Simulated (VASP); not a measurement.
# In: single point with LDA

In:

```
In
1.0
    -1.88253    1.88253    1.88253
     1.88253   -1.88253    1.88253
     1.88253    1.88253   -1.88253
In
1
Direct
  0.00000 0.00000 0.00000
```

This isn't the form of In at room conditions, which is tetragonal.

| Quantity | Value |
| --- | --- |
| Program | VASP 6.6.1 |
| Task | single point |
| Functional | LDA |
| Potentials or basis | VASP PAW LDA potentials, release 64 (In_d) |
| Cutoff | 500 eV |
| k mesh | 7 × 7 × 7, shifted |
| Occupations | fermi-dirac, width 0.1 eV |
| Spin | no spin polarisation |

| Property | Result |
| --- | --- |
| Pressure | -3.3 GPa |
| Band gap on the k mesh | zero (an odd number of electrons rules out a gap without spin polarisation) |

Levels at points of the mesh, in eV from the Fermi level:
| k point | band 3 | band 4 | band 5 | band 6 | band 7 | band 8 | band 9 | band 10 |
| --- | --- | --- | --- | --- | --- | --- | --- | --- |
| (0.50, 0.50, 0.50) | -14.24 | -14.24 | -14.24 | 0.69 | 1.18 | 1.18 | 1.18 | 5.32 |

It took 2.7 s on 1 thread of Intel(R) Xeon(R) Platinum 8488C (Sapphire Rapids), with other jobs on the host, peak memory 0.12 GiB.

Caveat: the cell stands under tension; spin-orbit coupling is left out, which moves the levels of the heavy elements.
